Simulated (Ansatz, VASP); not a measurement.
## Cu in VASP and in Ansatz

The input INCAR:

```
ALGO     = Normal         # electronic algorithm
EDIFF    = 1E-6           # SCF threshold, eV
ENCUT    = 520            # plane-wave cutoff, eV
GGA      = PS             # functional
ISIF     = 2              # what is computed and relaxed
ISMEAR   = 1              # smearing method
LASPH    = True           # aspherical terms in the spheres
LCHARG   = False          # write CHGCAR
LREAL    = False          # projectors in reciprocal space
LWAVE    = False          # write WAVECAR
NBANDS   = 12             # bands
NELM     = 80             # most SCF steps
PREC     = Accurate       # precision mode
SIGMA    = 0.1            # smearing width, eV
```

KPOINTS

```
k-points
0
Gamma
  8 8 8
```

File POSCAR:

```
Cu
1.0
   -1.4394673695      1.4394673695      1.3729427886
    1.4394673695     -1.4394673695      1.3729427886
    1.4394673695      1.4394673695     -1.3729427886
Cu
1
Direct
    0.0000000000      0.0000000000      0.0000000000
```

Input for Ansatz:

```yaml
crystal:
  lattice:
    - [-1.439467369473789, 1.4394673694737887, 1.372942788551358]
    - [1.439467369473789, -1.4394673694737887, 1.372942788551358]
    - [1.439467369473789, 1.439467369473789, -1.372942788551358]
  atoms:
    - { symbol: Cu, position: [-6.447254820750489e-34, -2.044729034679846e-33, -2.0087007493894915e-33] }
kpoints:
  mp_grid:
    grid: [8, 8, 8]
hamiltonian:
  xc: pbesol
  pseudopotentials:
    kind: paw
scf:
  occupations:
    method: cold
output:
  forces: true
  stress: true
```

Alike in both runs: task single point; functional PBEsol; k mesh 8 × 8 × 8; no spin polarisation.

|  | VASP | Ansatz |
| --- | --- | --- |
| version | VASP 6.6.1 | Ansatz 0.2.0 |
| potentials or method | VASP PAW PBE potentials, release 64 (Cu) | plane waves, PAW |
| plane-wave cutoff (eV) | 520 | 420 |
| occupations | methfessel-paxton of order 1, width 0.1 eV | cold |
| valence electrons in the cell | 11 | 19 |

```csv
,VASP,Ansatz,Ansatz less VASP
pressure (GPa),0.6,-0.1,-0.73
"traceless stress, the component that is largest in VASP (GPa)",0.11,0.05,-0.057
```

VASP's potentials were made for PBE, not for PBEsol. VASP's potentials hold 11 valence electrons a cell and Ansatz's 19, so a difference there can come from the potentials and not from the codes.

The k mesh is coarse, so the values compare programs but aren't converged.
